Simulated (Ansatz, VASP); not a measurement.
## Be: VASP beside Ansatz

```
Be
1.0
     2.32976    0.00000    0.00000
    -1.16488    2.01763    0.00000
     0.00000    0.00000    3.64829
Be
2
Direct
  0.33333 0.66667 0.25000
  0.66667 0.33333 0.75000
```

Change from the starting cell: functional pbesol, volume scaled by 1.04.

Alike in both runs: task single point; functional PBEsol; k mesh 20 × 20 × 11; occupations fermi-dirac, width 0.05 eV; no spin polarisation.

|  | VASP | Ansatz |
| --- | --- | --- |
| version | VASP 6.6.1 | Ansatz 0.2.0 |
| potentials or method | VASP PAW PBE potentials, release 64 (Be), cutoff 600 eV | all-electron LAPW, scalar-relativistic |

VASP gave:

```
pressure (GPa)                                                : -9.3
traceless stress, the component that is largest in VASP (GPa) : -0.29
```

Task: Which values does Ansatz return?

Result: Pressure (GPa): -9.6; traceless stress, the component that is largest in VASP (GPa): -0.33.

VASP's potentials were made for PBE, not for PBEsol. Ansatz ran all-electron here, and VASP with PAW potentials.
